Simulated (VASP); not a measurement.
The system is LiIn.

```
Li In
1.0
     0.00000    3.44950    3.44950
     3.44950    0.00000    3.44950
     3.44950    3.44950    0.00000
Li In
2 2
Direct
  0.00000 0.00000 0.00000
  0.25000 0.25000 0.25000
  0.50000 0.50000 0.50000
  0.75000 0.75000 0.75000
```

- Program: VASP 6.6.1
- Task: relaxation of cell and atoms
- Functional: LDA
- Potentials or basis: VASP PAW LDA potentials, release 64 (Li_sv, In_d)
- Cutoff: 600 eV
- k mesh: 12 × 12 × 12
- Occupations: gaussian, width 0.1 eV
- Spin: no spin polarisation

At the start: pressure -3.5 GPa; volume 20.52 Å³/atom.

Q: Where does the relaxation end?

A: Over 4 steps the energy falls by 23.7 meV/atom and the volume is 18.54 Å³/atom (-9.7 %); space group Fd-3m (No. 227, to 0.05 Å).

Step by step:
```csv
step,energy change (eV),largest force (eV/Å),pressure (GPa),volume (Å³)
1,0.0000,0.0000,-3.49,82.09
2,-0.0823,0.0000,-1.41,76.89
3,-0.0946,0.0000,-0.21,74.55
4,-0.0948,0.0000,0.03,74.17
```

Final structure:
```
Li In
1.0
     0.00000    3.33477    3.33477
     3.33477    0.00000    3.33477
     3.33477    3.33477    0.00000
Li In
2 2
Direct
  0.00000 0.00000 0.00000
  0.25000 0.25000 0.25000
  0.50000 0.50000 0.50000
  0.75000 0.75000 0.75000
```

Caveat: the cutoff is under 1.25 times the usual one of these potentials, so pressure, stress and relaxed cells hold a basis-set (Pulay) error.
